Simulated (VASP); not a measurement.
# Pd (Fm-3m) in VASP: further runs

The runs below take Pd through electric field gradients, single point, with LDA.

Program: VASP 6.6.1. These are calculated values, not measurements. Logs are shortened: lines on timing, memory, paths and dates and some standing lists are left out, and cuts for length are marked.

## 1. The cell of the first run

Symmetry: Fm-3m, No. 225, cubic system. Conventional cell: a = 3.941 Å, b = 3.941 Å, c = 3.941 Å, α = 90.00°, β = 90.00°, γ = 90.00°. Pd (site symmetry m-3m) has 12 Pd at 2.79 Å within 3.7 Å.

## 2. Electric field gradients, LDA (15.30 Å³/atom)

Input file INCAR:

```
PREC = Accurate
ENCUT = 520
EDIFF = 1E-8
ISMEAR = -1
SIGMA = 0.05
LREAL = F
LASPH = T
NELM = 80
ALGO = Normal
ISIF = 2
LWAVE = F
LCHARG = F
GGA = CA
LEFG = T
NBANDS = 11
```

Input file KPOINTS:

```
regular mesh
0
Gamma
  18 18 18
```

Input file POSCAR:

```
Pd
1.0
    0.0000000000      1.9704937245      1.9704937245
    1.9704937245      0.0000000000      1.9704937245
    1.9704937245      1.9704937245      0.0000000000
Pd
1
Direct
    0.0000000000      0.0000000000      0.0000000000
```

Potentials or basis: VASP PAW LDA potentials, release 64 (Pd).

On the command line:

```bash
> cat potpaw_LDA.64/Pd/POTCAR > POTCAR
> mpirun -np 1 vasp_std > vasp.out
```

OUTCAR:

```text
PREC = Accurate
   ENCUT = 520
   EDIFF = 1E-8
   ISMEAR = -1
   LREAL = F
   LASPH = T
   NELM = 80
   ISIF = 2
   GGA = CA

 ion  position               nearest neighbor table
   1  0.000  0.000  0.000-

  LATTYP: Found a face centered cubic cell.
 ALAT       =     3.9409874490

  Lattice vectors:

 A1 = (   0.0000000000,   1.9704937245,   1.9704937245)
 A2 = (   1.9704937245,   0.0000000000,   1.9704937245)
 A3 = (   1.9704937245,   1.9704937245,   0.0000000000)

Analysis of symmetry for initial positions (statically):
=====================================================================
 Subroutine PRICEL returns:
 Original cell was already a primitive cell.

 Routine SETGRP: Setting up the symmetry group for a
 face centered cubic supercell.

 Subroutine GETGRP returns: Found 48 space group operations
 (whereof 48 operations were pure point group operations)
 out of a pool of 48 trial point group operations.

The static configuration has the point symmetry O_h .

Analysis of symmetry for dynamics (positions and initial velocities):
=====================================================================
 Subroutine PRICEL returns:
 Original cell was already a primitive cell.

 Routine SETGRP: Setting up the symmetry group for a
 face centered cubic supercell.

 Subroutine GETGRP returns: Found 48 space group operations
 (whereof 48 operations were pure point group operations)
 out of a pool of 48 trial point group operations.

The dynamic configuration has the point symmetry O_h .

 Subroutine INISYM returns: Found 48 space group operations
 (whereof 48 operations are pure point group operations),
 and found     1 'primitive' translations

----------------------------------------------------------------------------------------

                                     Primitive cell

  volume of cell :      15.3022

  direct lattice vectors                    reciprocal lattice vectors
     0.000000000  1.970493725  1.970493725    -0.253743513  0.253743513  0.253743513
     1.970493725  0.000000000  1.970493725     0.253743513 -0.253743513  0.253743513
     1.970493725  1.970493725  0.000000000     0.253743513  0.253743513 -0.253743513

  length of vectors
     2.786698950  2.786698950  2.786698950     0.439496657  0.439496657  0.439496657

  position of ions in fractional coordinates (direct lattice)
     0.000000000  0.000000000  0.000000000

  ion indices of the primitive-cell ions
   primitive index   ion index
                 1           1

----------------------------------------------------------------------------------------

 KPOINTS: regular mesh

Automatic generation of k-mesh.
 Grid dimensions read from file:
 generate k-points for:   18   18   18

 Generating k-lattice:

  Cartesian coordinates                     Fractional coordinates (reciprocal lattice)
    -0.014096862  0.014096862  0.014096862     0.055555556  0.000000000  0.000000000
     0.014096862 -0.014096862  0.014096862     0.000000000  0.055555556  0.000000000
     0.014096862  0.014096862 -0.014096862     0.000000000  0.000000000  0.055555556

  Length of vectors
     0.024416481  0.024416481  0.024416481

  Shift w.r.t. Gamma in fractional coordinates (k-lattice)
     0.000000000  0.000000000  0.000000000

 Subroutine IBZKPT returns following result:
 ===========================================

 Found    195 irreducible k-points:

 Following reciprocal coordinates:
            Coordinates               Weight
  0.000000  0.000000  0.000000      1.000000
  0.055556  0.000000  0.000000      8.000000
  0.111111  0.000000  0.000000      8.000000
  0.166667  0.000000  0.000000      8.000000
  0.222222  0.000000  0.000000      8.000000
  0.277778  0.000000  0.000000      8.000000
[... 16 lines left out ...]
 -0.277778  0.055556  0.000000     24.000000
 -0.222222  0.055556  0.000000     24.000000
 [... further k-points ...]
   k-points           NKPTS =    195   k-points in BZ     NKDIM =    195   number of bands    NBANDS=     11
   number of dos      NEDOS =    301   number of ions     NIONS =      1
   total plane-waves  NPLWV =  13824
   dimension x,y,z NGX =    24 NGY =   24 NGZ =   24
   dimension x,y,z NGXF=    48 NGYF=   48 NGZF=   48
   ions per type =               1
   NGX,Y,Z   is equivalent  to a cutoff of  14.32, 14.32, 14.32 a.u.
   NGXF,Y,Z  is equivalent  to a cutoff of  28.64, 28.64, 28.64 a.u.
 SYSTEM =  unknown system
   PREC   = accura    normal or accurate (medium, high low for compatibility)
   ISTART =      0    job   : 0-new  1-cont  2-samecut
   ICHARG =      2    charge: 1-file 2-atom 10-const
   ISPIN  =      1    spin polarized calculation?
   LNONCOLLINEAR =      F non collinear calculations
   LSORBIT =      F    spin-orbit coupling
   LASPH  =      T    aspherical Exc in radial PAW
   ENCUT  =  520.0 eV  38.22 Ry    6.18 a.u.   5.18  5.18  5.18*2*pi/ulx,y,z
   NELM   =     80;   NELMIN=  2; NELMDL= -5     # of ELM steps
   EDIFF  = 0.1E-07   stopping-criterion for ELM
   LREAL  =      F    real-space projection
   EDIFFG = 0.1E-06   stopping-criterion for IOM
   NSW    =      0    number of steps for IOM
   IBRION =     -1    ionic relax: 0-MD 1-quasi-New 2-CG
   NFREE  =      0    steps in history (QN), initial steepest desc. (CG)
   ISIF   =      2    stress and relaxation
   ISYM   =      2    0-nonsym 1-usesym 2-fastsym
   POTIM  = 0.5000    time-step for ionic-motion
   TEBEG  =    0.0;   TEEND  =   0.0 temperature during run
   PSTRESS=    0.0 pullay stress
   NELECT =      10.0000    total number of electrons
   NUPDOWN=      -1.0000    fix difference up-down
   EMIN   =  10.00;   EMAX   =-10.00  energy-range for DOS
   EFERMI =   0.00;   METHOD = LEGACY
   ISMEAR =    -1;   SIGMA  =   0.05  broadening in eV -4-tet -1-fermi 0-gaus
   EFERMI_NEDOS =   21; number of points for ismear=-14 and -15
   IALGO  =     38    algorithm
   IMIX   =      4    mixing-type and parameters
     AMIX     =   0.40;   BMIX     =  1.00
     AMIX_MAG =   1.60;   BMIX_MAG =  1.00
  volume/ion in A,a.u.               =      15.30       103.26
  Fermi-wavevector in a.u.,A,eV,Ry     =   1.420659  2.684656 27.460249  2.018271
  Thomas-Fermi vector in A             =   2.541551
   LORBIT       =      0    0 simple, 1 ext, 2 COOP (PROOUT), +10 PAW based schemes
   GGA     = CA    functional components
   LHFCALC =     F    Hartree Fock is set to
   AEXX    =    0.0000 exact exchange contribution
   IVDW    =     0    specifies the selected vdW correction
   LEPSILON=     F    determine dielectric tensor
   LRPA    =     F    only Hartree local field effects (RPA)
 non-spin polarized calculation
  energy-cutoff  :      520.00
  volume of cell :       15.30
 maximum number of plane-waves:       424
 NGX is ok and might be reduce to    24
   NGX = 11   NGY = 11   NGZ = 11

 number of electron      10.0000000 magnetization

 Free energy of the ion-electron system (eV)
  ---------------------------------------------------
  ext. energy  EPLUGINS =         0.00000000
  ---------------------------------------------------
  free energy    TOTEN  =        -6.45283386 eV

  energy without entropy =       -6.43373294  energy(sigma->0) =       -6.44328340

 E-fermi :   8.9760     XC(G=0): -13.2939

 val. band max:        8.9754336415   @ k =  -0.3889   0.3889   0.0556
 cond. band min:       8.9790399268   @ k =  -0.4444   0.3333   0.0000
 fundamental gap:      0.0036062854
 Fermi energy:         8.9759849146

 k-point     1 :       0.0000    0.0000    0.0000
  band No.  band energies     occupation
      1       2.0190      2.00000
      2       6.2664      2.00000
      3       6.2664      2.00000
      4       6.2664      2.00000
      5       7.8175      2.00000
      6       7.8175      2.00000
      7      26.0878      0.00000
      8      30.5937      0.00000
      9      30.5937      0.00000
     10      30.5937      0.00000
     11      34.8703      0.00000

 k-point     2 :       0.0556    0.0000    0.0000
  band No.  band energies     occupation
      1       2.1280      2.00000
      2       6.2285      2.00000
      3       6.3039      2.00000
      4       6.3039      2.00000
      5       7.7996      2.00000
      6       7.7996      2.00000
      7      26.1976      0.00000
      8      29.8504      0.00000
      9      30.7125      0.00000
     10      30.7125      0.00000
     11      34.9171      0.00000
[... 295 lines left out ...]
 k-point    24 :      -0.2222    0.0556    0.0000
  band No.  band energies     occupation
      1       3.7007      2.00000
      2       6.0509      2.00000
      3       6.5825      2.00000
      4       6.6145      2.00000
      5       7.7025      2.00000
      6       8.1998      2.00000
      7      23.5301      0.00000
      8      27.0441      0.00000
      9      30.6142      0.00000
     10      33.1014      0.00000
     11      33.4210      0.00000

 [... further k-points ...]

------------------------ aborting loop because EDIFF is reached ----------------------------------------

  FORCE on cell =-STRESS in cart. coord.  units (eV):
  Direction    XX          YY          ZZ          XY          YZ          ZX
  --------------------------------------------------------------------------------------
  -------------------------------------------------------------------------------------
  Total       -1.3556758     -1.3556758     -1.3556758      0.0000000      0.0000000     -0.0000000
  in kB     -141.9421095   -141.9421095   -141.9421095      0.0000000      0.0000000     -0.0000000
  external PRESSURE =    -141.9421095 kB  Pullay stress =       0.0000000 kB

 VOLUME and BASIS-vectors are now :
 -----------------------------------------------------------------------------
  energy-cutoff  :      520.00
  volume of cell :       15.30
      direct lattice vectors                 reciprocal lattice vectors
     0.000000000  1.970493725  1.970493725    -0.253743513  0.253743513  0.253743513
     1.970493725  0.000000000  1.970493725     0.253743513 -0.253743513  0.253743513
     1.970493725  1.970493725  0.000000000     0.253743513  0.253743513 -0.253743513

 POSITION                                       TOTAL-FORCE (eV/Angst)
 -----------------------------------------------------------------------------------
      0.00000      0.00000      0.00000         0.000000      0.000000      0.000000
 -----------------------------------------------------------------------------------
    total drift:                                0.000000      0.000000      0.000000

  FREE ENERGIE OF THE ION-ELECTRON SYSTEM (eV)
  ---------------------------------------------------
  free  energy   TOTEN  =        -6.4528338616 eV

  energy  without entropy=       -6.4337329415  energy(sigma->0) =       -6.44328340

 Electric field gradients (V/A^2)
---------------------------------------------------------------------
 ion       V_xx      V_yy      V_zz      V_xy      V_xz      V_yz
---------------------------------------------------------------------
   1      -0.000    -0.000    -0.000    -0.000    -0.000    -0.000
---------------------------------------------------------------------

 Electric field gradients after diagonalization (V/A^2)
 (convention: |V_zz| > |V_xx| > |V_yy|)
----------------------------------------------------------------------
 ion       V_xx      V_yy      V_zz     asymmetry (V_yy - V_xx)/ V_zz
----------------------------------------------------------------------
   1       0.000     0.000    -0.000       0.000
----------------------------------------------------------------------

           NMR quadrupolar parameters

 Cq : quadrupolar parameter    Cq=e*Q*V_zz/h
 eta: asymmetry parameters     (V_yy - V_xx)/ V_zz
 Q  : nuclear electric quadrupole moment in mb (millibarn)
----------------------------------------------------------------------
 ion       Cq(MHz)       eta       Q (mb)
----------------------------------------------------------------------
   1      -0.000       0.000       1.000
----------------------------------------------------------------------
```

Wall time 38 s (1 thread of Intel Xeon 8259CL, shared host); peak memory 0.16 GiB.

Results:

```yaml
Free_energy: -6.4528 eV
Pressure: -14.2 GPa
Band_gap_on_the_k_mesh: zero (bands 5 and 6 overlap by 1.49 eV)
Largest_electric_field_gradient_by_atom: zero within the noise of the run
```

Levels at points of the mesh, in eV from the Fermi level:
| k point | band 3 | band 4 | band 5 | band 6 | band 7 | band 8 |
| --- | --- | --- | --- | --- | --- | --- |
| (0.00, 0.00, 0.00) | -2.71 | -2.71 | -1.16 | -1.16 | 17.11 | 21.62 |
| (0.50, 0.00, 0.00) | -2.74 | -0.02 | -0.02 | 1.02 | 6.96 | 16.47 |
| (0.50, 0.50, 0.00) | -0.04 | 0.27 | 0.27 | 3.25 | 10.33 | 12.86 |

Caveat: the cell stands under tension.

## 3. Single point, LDA

This run uses another cell than the first one, of 14.71 Å³/atom.

Input file POSCAR:

```
Pd
1.0
    0.0000000000      1.9449000000      1.9449000000
    1.9449000000      0.0000000000      1.9449000000
    1.9449000000      1.9449000000      0.0000000000
Pd
1
Direct
    0.0000000000      0.0000000000      0.0000000000
```

Input file INCAR.step1:

```
PREC = Accurate
ENCUT = 520
EDIFF = 1E-6
ISMEAR = -1
SIGMA = 0.05
LREAL = F
LASPH = T
NELM = 60
ALGO = Normal
ISIF = 2
LWAVE = F
LCHARG = T
LMAXMIX = 4
NBANDS = 11
```

Input file KPOINTS.step1:

```
Automatic mesh
0
Gamma
  18 18 18
```

Input file INCAR.step2:

```
PREC = Accurate
ENCUT = 520
EDIFF = 1E-6
ISMEAR = -5
SIGMA = 0.05
LREAL = F
LASPH = T
NELM = 60
ALGO = Normal
ISIF = 2
LWAVE = F
LCHARG = F
LMAXMIX = 4
LORBIT = 11
NBANDS = 11
NEDOS = 1001
ICHARG = 11
```

Input file KPOINTS.step2:

```
Automatic mesh
0
Gamma
  27 27 27
```

Potentials or basis: VASP PAW LDA potentials, release 64 (Pd).

On the command line:

```bash
> cat potpaw_LDA.64/Pd/POTCAR > POTCAR
> cp INCAR.step1 INCAR
> cp KPOINTS.step1 KPOINTS
> mpirun -np 1 vasp_std > vasp.out
> cp INCAR.step2 INCAR
> cp KPOINTS.step2 KPOINTS
> mpirun -np 1 vasp_std > vasp.out
```

It took 83 s on 1 thread of Intel Xeon 8259CL, shared host; peak memory 0.2 GiB.

It converged, with:

```
Valence electrons inside the program's atomic spheres : Pd 9.44
```

Levels at points of the mesh, in eV from the Fermi level:
```csv
k point,band 2,band 3,band 4,band 5,band 6,band 7,band 8,band 9
"(0.00, 0.00, 0.00)",-2.87,-2.87,-2.87,-1.22,-1.22,17.15,21.88,21.88
```

Caveat: tetrahedron occupations give inexact forces and stress in metals.
